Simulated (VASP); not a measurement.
Write the native input for VASP 6.6.1 that does the following.

* Task: single point
* Functional: PBE
* Potentials or basis: VASP PAW PBE potentials, release 64 (Na_pv, I)
* Cutoff: 520 eV
* k mesh: 4 × 4 × 4
* Occupations: gaussian, width 0.01 eV
* Spin: no spin polarisation
* Dipole correction: no
* Further INCAR settings: ALGO = Normal; EDIFF = 1e-06; NBANDS = 14

The structure of NaI lies in POSCAR:

```
NaI
1.0
    0.0000000000      3.2364000000      3.2364000000
    3.2364000000      0.0000000000      3.2364000000
    3.2364000000      3.2364000000      0.0000000000
Na I
1 1
Direct
   -0.0271992120      0.0075119969      0.0211012903
    0.4708281509      0.5093109530      0.5199231552
```

The input as run:

INCAR

```
SYSTEM = NaI
PREC     = Accurate       ! precision mode
ENCUT    = 520            ! plane-wave cutoff, eV
EDIFF    = 1E-6           ! SCF threshold, eV
ISMEAR   = 0              ! smearing method
SIGMA    = 0.01           ! smearing width, eV
LREAL    = .False.        ! projectors in reciprocal space
LASPH    = .True.         ! aspherical terms in the spheres
NELM     = 100            ! most SCF steps
ALGO     = Normal         ! electronic algorithm
ISIF     = 2              ! what is computed and relaxed
LWAVE    = .False.        ! write WAVECAR
LCHARG   = .True.         ! write CHGCAR
GGA      = PE             ! functional
LELF     = .True.         ! ELF
LVHAR    = .True.       
NBANDS   = 14             ! bands
```

KPOINTS

```
regular mesh
0
Gamma
  4 4 4
  0 0 0
```

Potentials or basis: VASP PAW PBE potentials, release 64 (Na_pv, I).

Run with:

```console
$ cat potpaw_PBE.64/Na_pv/POTCAR potpaw_PBE.64/I/POTCAR > POTCAR
$ mpirun -np 1 vasp_std > vasp.out
```

Results of the run:

```
Pressure               : 0.5 GPa
Largest force          : 0.009 eV/Å
Band gap on the k mesh : 3.64 eV
```

Caveat: the k points lie up to 0.42 Å⁻¹ apart; spin-orbit coupling is left out, which moves the levels of the heavy elements.

Wall time 34 s on 1 thread of Oxide Virtual Turin-like Processor, on a shared host, peak memory 0.19 GiB.
